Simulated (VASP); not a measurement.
# TaN (I4/mmm) in VASP: notebook, part 2 of 2

VASP 6.6.1. Earlier steps stand in the parts before.

## Step 3: Single point, PBE (strain +0.050 along x and y, -0.025 along z)

INCAR reads:

```
ALGO = Normal
EDIFF = 1E-6
ENCUT = 520
GGA = PE
ISIF = 2
ISMEAR = 0
LASPH = True
LCHARG = True
LELF = True
LREAL = False
LVHAR = True
LWAVE = False
NBANDS = 15
NELM = 60
PREC = Accurate
SIGMA = 0.15
```

KPOINTS reads:

```
k-points
0
Gamma
  18 18 18
```

POSCAR reads:

```
TaN
1.0
    0.0000000000      2.2879500000      2.1245250000
    2.2879500000      0.0000000000      2.1245250000
    2.2879500000      2.2879500000      0.0000000000
Ta N
1 1
Direct
    0.5000000000      0.5000000000      0.5000000000
    0.0000000000      0.0000000000      0.0000000000
```

Potentials or basis: VASP PAW PBE potentials, release 64 (Ta_pv, N).

Launch:

```console
> cat potpaw_PBE.64/Ta_pv/POTCAR potpaw_PBE.64/N/POTCAR > POTCAR
> mpirun -np 1 vasp_std > vasp.out
```

OUTCAR:

```text
EDIFF = 1E-6
   ENCUT = 520
   GGA = PE
   ISIF = 2
   ISMEAR = 0
   LASPH = True
   LREAL = False
   NELM = 60
   PREC = Accurate

 ion  position               nearest neighbor table
   1  0.500  0.500  0.500-   2 2.12   2 2.12   2 2.29   2 2.29   2 2.29   2 2.29
   2  0.000  0.000  0.000-   1 2.12   1 2.12   1 2.29   1 2.29   1 2.29   1 2.29

  LATTYP: Found a body centered tetragonal cell.
 ALAT       =     3.2356499200
 C/A-ratio  =     1.3131983079

  Lattice vectors:

 A1 = (   0.0000000000,  -2.2879500000,  -2.1245250000)
 A2 = (   0.0000000000,   2.2879500000,  -2.1245250000)
 A3 = (   2.2879500000,   0.0000000000,   2.1245250000)

Analysis of symmetry for initial positions (statically):
=====================================================================
 Subroutine PRICEL returns:
 Original cell was already a primitive cell.

 Routine SETGRP: Setting up the symmetry group for a
 body centered tetragonal supercell.

 Subroutine GETGRP returns: Found 16 space group operations
 (whereof 16 operations were pure point group operations)
 out of a pool of 16 trial point group operations.

The static configuration has the point symmetry D_4h.

Analysis of symmetry for dynamics (positions and initial velocities):
=====================================================================
 Subroutine PRICEL returns:
 Original cell was already a primitive cell.

 Routine SETGRP: Setting up the symmetry group for a
 body centered tetragonal supercell.

 Subroutine GETGRP returns: Found 16 space group operations
 (whereof 16 operations were pure point group operations)
 out of a pool of 16 trial point group operations.

The dynamic configuration has the point symmetry D_4h.

 Subroutine INISYM returns: Found 16 space group operations
 (whereof 16 operations are pure point group operations),
 and found     1 'primitive' translations

[... 117 lines left out ...]
  Thomas-Fermi vector in A             =   2.582541
   LORBIT       =      0    0 simple, 1 ext, 2 COOP (PROOUT), +10 PAW based schemes
   GGA     = PE    functional components
   LHFCALC =     F    Hartree Fock is set to
   AEXX    =    0.0000 exact exchange contribution
   IVDW    =     0    specifies the selected vdW correction
   LEPSILON=     F    determine dielectric tensor
   LRPA    =     F    only Hartree local field effects (RPA)
 non-spin polarized calculation
 Gauss-broadening in eV      SIGMA  =   0.15
  energy-cutoff  :      520.00
  volume of cell :       22.24
 maximum number of plane-waves:       611
   NGX = 11   NGY = 11   NGZ = 13

 number of electron      16.0000000 magnetization

 Free energy of the ion-electron system (eV)
  ---------------------------------------------------
  ext. energy  EPLUGINS =         0.00000000
  ---------------------------------------------------
  free energy    TOTEN  =       -21.68183689 eV

  energy without entropy =      -21.67143557  energy(sigma->0) =      -21.67663623

 E-fermi :   9.0219     XC(G=0): -13.1801

 val. band max:        9.0213884876   @ k =  -0.3333   0.1667   0.3889
 cond. band min:       9.0222856920   @ k =   0.2778   0.0000   0.0000
 fundamental gap:      0.0008972044
 Fermi energy:         9.0219347903

 k-point     1 :       0.0000    0.0000    0.0000
  band No.  band energies     occupation
      1     -26.8089      2.00000
      2     -26.8089      2.00000
      3     -26.7716      2.00000
      4      -9.4822      2.00000
      5       5.2377      2.00000
      6       5.2377      2.00000
      7       5.5473      2.00000
      8       6.8214      2.00000
      9       6.8214      2.00000
     10       7.6387      2.00000
     11       8.4955      2.00000
     12       8.6080      1.99990
     13      11.4011      0.00000
     14      18.4900      0.00000
[... 401 lines left out ...]
      2     -26.8537      2.00000
      3     -26.8260      2.00000
      4      -8.3815      2.00000
      5       1.6989      2.00000
      6       2.8985      2.00000
      7       3.5113      2.00000
      8       8.0171      2.00000
      9       8.1869      2.00000
     10       9.2791      0.01531
     11      12.2141      0.00000
     12      12.4233      0.00000
     13      13.4404      0.00000
     14      21.0854      0.00000
     15      21.3574      0.00000

 [... further k-points ...]
[... 5 lines left out ...]
  --------------------------------------------------------------------------------------
  -------------------------------------------------------------------------------------
  Total       -2.4494263     -2.4494263      2.9428668      0.0000000      0.0000000      0.0000000
  in kB     -176.4371593   -176.4371593    211.9806847      0.0000000      0.0000000      0.0000000
  external PRESSURE =     -46.9645446 kB  Pullay stress =       0.0000000 kB

 VOLUME and BASIS-vectors are now :
 -----------------------------------------------------------------------------
  energy-cutoff  :      520.00
  volume of cell :       22.24
      direct lattice vectors                 reciprocal lattice vectors
     0.000000000  2.287950000  2.124525000    -0.218536244  0.218536244  0.235346725
     2.287950000  0.000000000  2.124525000     0.218536244 -0.218536244  0.235346725
     2.287950000  2.287950000  0.000000000     0.218536244  0.218536244 -0.235346725

 POSITION                                       TOTAL-FORCE (eV/Angst)
 -----------------------------------------------------------------------------------
      2.28795      2.28795      2.12453         0.000000      0.000000      0.000000
      0.00000      0.00000      0.00000         0.000000      0.000000      0.000000
 -----------------------------------------------------------------------------------
    total drift:                                0.000000     -0.000000      0.000000

  FREE ENERGIE OF THE ION-ELECTRON SYSTEM (eV)
  ---------------------------------------------------
  free  energy   TOTEN  =       -21.6818368912 eV

  energy  without entropy=      -21.6714355693  energy(sigma->0) =      -21.67663623
```

Run time: 2.3 min. Hardware: 1 thread of AMD EPYC 7R13 (Zen 3), shared host; peak memory 0.24 GiB.

What came out:

```yaml
Free_energy: -21.6818 eV
Pressure: -4.7 GPa
Band_gap_on_the_k_mesh: zero (band 8 reaches 10.58 eV, above the bottom of band 9 at 6.82 eV)
```

Caveat: the cell differs from its parent crystal (strain +0.050 along x and y, -0.025 along z); spin-orbit coupling is left out, which moves the levels of the heavy elements.

## Step 4: Single point, PBE (strain +0.050 along x and y, +0.000 along z)

INCAR reads:

```
PREC     = Accurate       # precision mode
ENCUT    = 520            # plane-wave cutoff, eV
EDIFF    = 1E-7           # SCF threshold, eV
ISMEAR   = 0              # smearing method
SIGMA    = 0.15           # smearing width, eV
LREAL    = F              # projectors in reciprocal space
LASPH    = T              # aspherical terms in the spheres
NELM     = 60             # most SCF steps
ALGO     = Normal         # electronic algorithm
ISIF     = 2              # what is computed and relaxed
LWAVE    = F              # write WAVECAR
LCHARG   = F              # write CHGCAR
GGA      = PE             # functional
NBANDS   = 15             # bands
```

KPOINTS reads:

```
Automatic mesh
0
Gamma
  18 18 18
```

POSCAR reads:

```
TaN
1.0
    0.0000000000      2.2879500000      2.1790000000
    2.2879500000      0.0000000000      2.1790000000
    2.2879500000      2.2879500000      0.0000000000
Ta N
1 1
Direct
    0.5000000000      0.5000000000      0.5000000000
    0.0000000000      0.0000000000      0.0000000000
```

Potentials or basis: VASP PAW PBE potentials, release 64 (Ta_pv, N).

Launch:

```console
> cat potpaw_PBE.64/Ta_pv/POTCAR potpaw_PBE.64/N/POTCAR > POTCAR
> mpirun -np 1 vasp_std > vasp.out
```

OUTCAR:

```text
PREC = Accurate
   ENCUT = 520
   EDIFF = 1E-7
   ISMEAR = 0
   LREAL = F
   LASPH = T
   NELM = 60
   ISIF = 2
   GGA = PE

 ion  position               nearest neighbor table
   1  0.500  0.500  0.500-   2 2.18   2 2.18   2 2.29   2 2.29   2 2.29   2 2.29
   2  0.000  0.000  0.000-   1 2.18   1 2.18   1 2.29   1 2.29   1 2.29   1 2.29

  LATTYP: Found a body centered tetragonal cell.
 ALAT       =     3.2356499200
 C/A-ratio  =     1.3468700594

  Lattice vectors:

 A1 = (   0.0000000000,  -2.2879500000,  -2.1790000000)
 A2 = (   0.0000000000,   2.2879500000,  -2.1790000000)
 A3 = (   2.2879500000,   0.0000000000,   2.1790000000)

Analysis of symmetry for initial positions (statically):
=====================================================================
 Subroutine PRICEL returns:
 Original cell was already a primitive cell.

 Routine SETGRP: Setting up the symmetry group for a
 body centered tetragonal supercell.

 Subroutine GETGRP returns: Found 16 space group operations
 (whereof 16 operations were pure point group operations)
 out of a pool of 16 trial point group operations.

The static configuration has the point symmetry D_4h.

[... 167 lines left out ...]
 k-point     1 :       0.0000    0.0000    0.0000
  band No.  band energies     occupation
      1     -27.1500      2.00000
      2     -27.1500      2.00000
      3     -27.1141      2.00000
      4      -9.5358      2.00000
      5       5.0811      2.00000
      6       5.0811      2.00000
      7       5.2519      2.00000
      8       6.6823      2.00000
      9       6.6823      2.00000
     10       7.2077      2.00000
     11       8.4975      1.98281
     12       8.5007      1.98136
     13      10.3780      0.00000
     14      18.1633      0.00000
[... 401 lines left out ...]
      2     -27.1852      2.00000
      3     -27.1682      2.00000
      4      -8.4676      2.00000
      5       1.5611      2.00000
      6       2.7854      2.00000
      7       3.2771      2.00000
      8       7.7964      2.00000
      9       7.9616      2.00000
     10       8.9399      0.07375
     11      11.9678      0.00000
     12      12.2616      0.00000
     13      12.5444      0.00000
     14      20.6678      0.00000
     15      20.9958      0.00000

 [... further k-points ...]
[... 5 lines left out ...]
  --------------------------------------------------------------------------------------
  -------------------------------------------------------------------------------------
  Total       -3.0869851     -3.0869851      0.0765917      0.0000000      0.0000000      0.0000000
  in kB     -216.8027719   -216.8027719      5.3791324      0.0000000      0.0000000      0.0000000
  external PRESSURE =    -142.7421371 kB  Pullay stress =       0.0000000 kB

 VOLUME and BASIS-vectors are now :
 -----------------------------------------------------------------------------
  energy-cutoff  :      520.00
  volume of cell :       22.81
      direct lattice vectors                 reciprocal lattice vectors
     0.000000000  2.287950000  2.179000000    -0.218536244  0.218536244  0.229463056
     2.287950000  0.000000000  2.179000000     0.218536244 -0.218536244  0.229463056
     2.287950000  2.287950000  0.000000000     0.218536244  0.218536244 -0.229463056

 POSITION                                       TOTAL-FORCE (eV/Angst)
 -----------------------------------------------------------------------------------
      2.28795      2.28795      2.17900        -0.000000     -0.000000      0.000000
      0.00000      0.00000      0.00000         0.000000      0.000000      0.000000
 -----------------------------------------------------------------------------------
    total drift:                                0.000000     -0.000000      0.000000

  FREE ENERGIE OF THE ION-ELECTRON SYSTEM (eV)
  ---------------------------------------------------
  free  energy   TOTEN  =       -21.7194182335 eV

  energy  without entropy=      -21.7088850567  energy(sigma->0) =      -21.71415165
```

OSZICAR:

```text
N       E                     dE             d eps       ncg     rms          rms(c)
DAV:   1     0.883869347504E+02    0.88387E+02   -0.87493E+03 14408   0.111E+03
DAV:   2    -0.219236530905E+02   -0.11031E+03   -0.10385E+03 17928   0.297E+02
DAV:   3    -0.247697177512E+02   -0.28461E+01   -0.28260E+01 16031   0.443E+01
DAV:   4    -0.247818881676E+02   -0.12170E-01   -0.12164E-01 18658   0.311E+00
DAV:   5    -0.247819720779E+02   -0.83910E-04   -0.83907E-04 16388   0.232E-01    0.211E+01
DAV:   6    -0.218573472420E+02    0.29246E+01   -0.60165E+00 17374   0.262E+01    0.853E+00
DAV:   7    -0.217573165238E+02    0.10003E+00   -0.55112E-01 15513   0.633E+00    0.611E+00
DAV:   8    -0.217263015522E+02    0.31015E-01   -0.17507E-01 16927   0.362E+00    0.153E+00
DAV:   9    -0.217194719617E+02    0.68296E-02   -0.19379E-02 16598   0.115E+00    0.324E-01
DAV:  10    -0.217194404397E+02    0.31522E-04   -0.10823E-03 17886   0.329E-01    0.603E-02
DAV:  11    -0.217194179010E+02    0.22539E-04   -0.36270E-05 16500   0.698E-02    0.161E-02
DAV:  12    -0.217194184633E+02   -0.56227E-06   -0.33194E-06 17809   0.180E-02    0.450E-03
DAV:  13    -0.217194183052E+02    0.15806E-06   -0.11320E-07 12247   0.337E-03    0.635E-04
DAV:  14    -0.217194182335E+02    0.71724E-07   -0.12860E-08  9846   0.119E-03
   1 F= -.21719418E+02 E0= -.21714152E+02  d E =-.105332E-01
```

Run time: 2.5 min. Hardware: 1 thread of AMD EPYC 7R13 (Zen 3), shared host; peak memory 0.25 GiB.

What came out:

```yaml
Free_energy: -21.7194 eV
Pressure: -14.3 GPa
Band_gap_on_the_k_mesh: zero (band 8 reaches 10.24 eV, above the bottom of band 9 at 6.68 eV)
```

Stress tensor (GPa, compression positive):
```
-21.68   0.00   0.00
  0.00 -21.68   0.00
  0.00   0.00   0.54
```

Caveat: the cell differs from its parent crystal (strain +0.050 along x and y, +0.000 along z); spin-orbit coupling is left out, which moves the levels of the heavy elements.

## Step 5: Summary

```tsv
cell	gap on the mesh (eV)	pressure (GPa)
a = 3.085, b = 3.085, c = 3.236 Å, angles 58.4, 58.4, 63.2°, 2 atoms	none	7.6
a = 3.122, b = 3.122, c = 3.236 Å, angles 58.8, 58.8, 62.4°, 2 atoms	none	-4.7
a = 3.160, b = 3.160, c = 3.236 Å, angles 59.2, 59.2, 61.6°, 2 atoms	none	-14.3
```

Alike in all rows: task single point; level PBE; potentials or basis VASP PAW PBE potentials, release 64 (Ta_pv, N); no spin polarisation; k mesh 18 × 18 × 18; cutoff (eV) 520; smearing gaussian 0.15 eV.

Caveats: spin-orbit coupling is left out, which moves the levels of the heavy elements.

Total energies depend on the potentials used, so only differences within one code and one set of settings carry meaning.
